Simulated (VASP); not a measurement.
SiGe2, 3 atoms in the cell. Symmetry: Fm-3m, No. 225, cubic system. Conventional cell: a = 6.230 Å, b = 6.230 Å, c = 6.230 Å, α = 90.00°, β = 90.00°, γ = 90.00°. Within 3.6 Å of Si (site symmetry m-3m) lie 8 Ge at 2.70 Å. Within 3.6 Å of Ge (site symmetry -43m) lie 4 Si at 2.70 Å and 6 Ge at 3.11 Å. The cell was built from a structure type or drawn by symmetry, and may not be a known phase.

```yaml
Program: VASP 6.6.1
Task: relaxation of cell and atoms
Functional: PBE
Potentials_or_basis: VASP PAW PBE potentials, release 64 (Si, Ge_d)
Cutoff: 600 eV
k_mesh: 14 × 14 × 14
Occupations: gaussian, width 0.1 eV
Spin: no spin polarisation
Dipole_correction: no
Further_INCAR_settings: ALGO = Normal; EDIFF = 1e-06; IBRION = 2; EDIFFG = -0.01; NSW = 100; ISIF = 3
```

Potentials or basis: VASP PAW PBE potentials, release 64 (Si, Ge_d).

Command:

```sh
$ cat potpaw_PBE.64/Si/POTCAR potpaw_PBE.64/Ge_d/POTCAR > POTCAR
$ mpirun -np 1 vasp_std > vasp.out
```

Hardware: 1 thread of Intel Xeon 8259CL (shared host).

Question: How long does it take, and how much memory?

Answer: It took 5.3 min on 1 thread of Intel Xeon 8259CL, with other jobs on the host, peak memory 0.31 GiB. Counts: scf iterations 18, k points 104, ion steps 2.
